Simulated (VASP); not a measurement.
A run of VASP 6.6.1:

The input INCAR:

```
PREC = Accurate
ENCUT = 520
EDIFF = 1E-7
ISMEAR = -1
SIGMA = 0.05
LREAL = F
LASPH = T
NELM = 100
ALGO = Normal
ISIF = 2
LWAVE = F
LCHARG = F
GGA = PE
NBANDS = 15
```

KPOINTS

```
regular mesh
0
Gamma
  4 4 4
```

Contents of POSCAR:

```
KBr
1.0
    0.0000000000      3.3500000000      3.3500000000
    3.3500000000      0.0000000000      3.3500000000
    3.3500000000      3.3500000000      0.0000000000
K Br
1 1
Direct
    0.0051703009      0.0051703009      0.0051703009
    0.5000000000      0.5000000000      0.5000000000
```

Potentials or basis: VASP PAW PBE potentials, release 64 (K_sv, Br).

The run is started by

```sh
$ cat potpaw_PBE.64/K_sv/POTCAR potpaw_PBE.64/Br/POTCAR > POTCAR
$ mpirun -np 1 vasp_std > vasp.out
```

Hardware: 1 thread of Intel(R) Xeon(R) 6975P-C (Granite Rapids) (shared host).

Question: Estimate the wall time of this run.

Answer: Wall time 6.6 s on 1 thread of Intel(R) Xeon(R) 6975P-C (Granite Rapids), on a shared host, peak memory 0.2 GiB. Counts: scf iterations 13, k points 13.
